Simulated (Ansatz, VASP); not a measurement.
# AsPt: VASP beside Ansatz

INCAR

```
PREC = Accurate ; ENCUT = 520
EDIFF = 1E-6 ; ISMEAR = 0
SIGMA = 0.05 ; LREAL = False
LASPH = True ; NELM = 150
ALGO = Normal ; ISIF = 2
LWAVE = False ; LCHARG = False
MAGMOM = 0 0 0 0 0 0 ; LORBIT = 11
LSORBIT = True ; GGA_COMPAT = False
LORBMOM = True ; LMAXMIX = 4
GGA = PE ; NBANDS = 27
```

KPOINTS

```
regular mesh
0
Gamma
  12 12 12
```

POSCAR

```
AsPt
1.0
    0.0000000000      2.8129469837      2.8129469837
    2.8129469837      0.0000000000      2.8129469837
    2.8129469837      2.8129469837      0.0000000000
Pt As
1 1
Direct
    0.0000000000      0.0000000000      0.0000000000
    0.2500000000      0.2500000000      0.2500000000
```

Input for Ansatz:

```yaml
crystal:
  lattice:
    - [0.0, 2.8129469837, 2.8129469837]
    - [2.8129469837, 0.0, 2.8129469837]
    - [2.8129469837, 2.8129469837, 0.0]
  atoms:
    - { symbol: Pt, position: [0.0, 0.0, 0.0] }
    - { symbol: As, position: [0.25, 0.25, 0.25] }
basis:
  ecutwfc: 420
  ecutrho_ratio: 4
kpoints:
  mp_grid: { grid: [12, 12, 12] }
hamiltonian:
  xc: pbe
scf:
  occupations: { method: gaussian, width: 0.05 }
output:
  forces: true
  stress: true
  eigenvalues: true
  populations: true
  dos: { projected: true, de: 0.02 }
  write_density: true
  write_potential: true
  elf: true
  volumetric_format: npy
magnetization:
  noncollinear: true
  spin_orbit: true
```

Alike in both runs: task single point; functional PBE; k mesh 12 × 12 × 12; occupations gaussian, width 0.05 eV; non-collinear spin, spin-orbit coupling.

|  | VASP | Ansatz |
| --- | --- | --- |
| version | VASP 6.6.1 | Ansatz 0.2.0 |
| potentials or method | VASP PAW PBE potentials, release 64 (Pt, As), cutoff 520 eV | plane waves, PAW |
| valence electrons in the cell | 15 | 33 |

```csv
,VASP,Ansatz,Ansatz less VASP
pressure (GPa),-0.1,-0.3,-0.17
```

VASP's potentials hold 15 valence electrons a cell and Ansatz's 33, so a difference there can come from the potentials and not from the codes.
